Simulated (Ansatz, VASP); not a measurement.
One calculation of Yb, two programs

```
Yb
1.0
     0.00000    2.71585    2.71585
     2.71585    0.00000    2.71585
     2.71585    2.71585    0.00000
Yb
1
Direct
  0.00000 0.00000 0.00000
```

Alike in both runs: task single point; functional PBE; k mesh 17 × 17 × 17; occupations fermi-dirac, width 0.1 eV; no spin polarisation.

|  | VASP | Ansatz |
| --- | --- | --- |
| version | VASP 6.6.1 | Ansatz 0.2.0 |
| potentials or method | VASP PAW PBE potentials, release 64 (Yb), cutoff 520 eV | plane waves (420 eV) with PAW, scalar-relativistic |
| valence electrons in the cell | 24 | 24 |

Ansatz gave:

```
pressure (GPa) : -1.7
```

Q: Which values does VASP return?

A: Pressure (GPa): -1.4.

The functional is the same, so the differences come from potentials, cutoffs and numerics.

Spin-orbit coupling is off throughout.
